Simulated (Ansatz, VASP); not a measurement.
**One calculation of Ti4C, two programs**

Contents of INCAR:

```
SYSTEM = Ti4C
PREC = Accurate
ENCUT = 600
EDIFF = 1E-6
ISMEAR = 0
SIGMA = 0.1
LREAL = .FALSE.
LASPH = .TRUE.
NELM = 100
ALGO = Normal
ISIF = 3
LWAVE = .FALSE.
LCHARG = .FALSE.
GGA = PE
IBRION = 2
NSW = 90
EDIFFG = -0.04
```

File KPOINTS:

```
regular mesh
0
G
  6 6 6
  0 0 0
```

Contents of POSCAR:

```
Ti4C
1.0
    2.3273587200      1.3437011800      3.6029520300
   -2.3273587200      1.3437011800      3.6029520300
    0.0000000000     -2.6874023700      3.6029520300
Ti C
4 1
Direct
    0.0000000000      0.0000000000      0.5000000000
    0.5000000000      0.0000000000      0.0000000000
    0.0000000000      0.5000000000      0.0000000000
    0.5000000000      0.5000000000      0.5000000000
    0.0000000000      0.0000000000      0.0000000000
```

Input for Ansatz:

```yaml
crystal:
  lattice:
    - [2.32735872, 1.34370118, 3.60295203]
    - [-2.32735872, 1.34370118, 3.60295203]
    - [0.0, -2.68740237, 3.60295203]
  atoms:
    - { symbol: Ti, position: [0.0, 0.0, 0.5] }
    - { symbol: Ti, position: [0.5, 0.0, 0.0] }
    - { symbol: Ti, position: [0.0, 0.5, 0.0] }
    - { symbol: Ti, position: [0.5, 0.5, 0.5] }
    - { symbol: C, position: [0.0, 0.0, 0.0] }
basis:
  ecutwfc: 420
kpoints:
  mp_grid: { grid: [6, 6, 6] }
hamiltonian:
  xc: pbe
scf:
  occupations: { method: gaussian, width: 0.1 }
  lower_state_search: "off"
output:
  forces: true
  stress: true
  eigenvalues: true
relax:
  adjacent_minimum: "off"
  f_tol: 0.04
  max_steps: 70
  cell: { stress_tol: 0.4 }
```

Alike in both runs: task relaxation of cell and atoms; functional PBE; k mesh 6 × 6 × 6; occupations gaussian, width 0.1 eV; no spin polarisation.

|  | VASP | Ansatz |
| --- | --- | --- |
| version | VASP 6.6.1 | Ansatz 0.2.0 |
| potentials or method | VASP PAW PBE potentials, release 64 (Ti_sv, C), cutoff 600 eV | scalar-relativistic, plane waves, PAW |
| valence electrons in the cell | 52 | 52 |

```tsv
	VASP	Ansatz	Ansatz less VASP
gap on the k mesh at the Fermi level, each at its own relaxed structure (eV)	none	none	-
relaxed volume (Å³/atom)	15.05	15.11	+0.055
relaxed cell length with the largest relative difference (Å)	4.222	4.227	+0.0050
```

A gap of «none» marks a metal or a gap that the smearing closes.
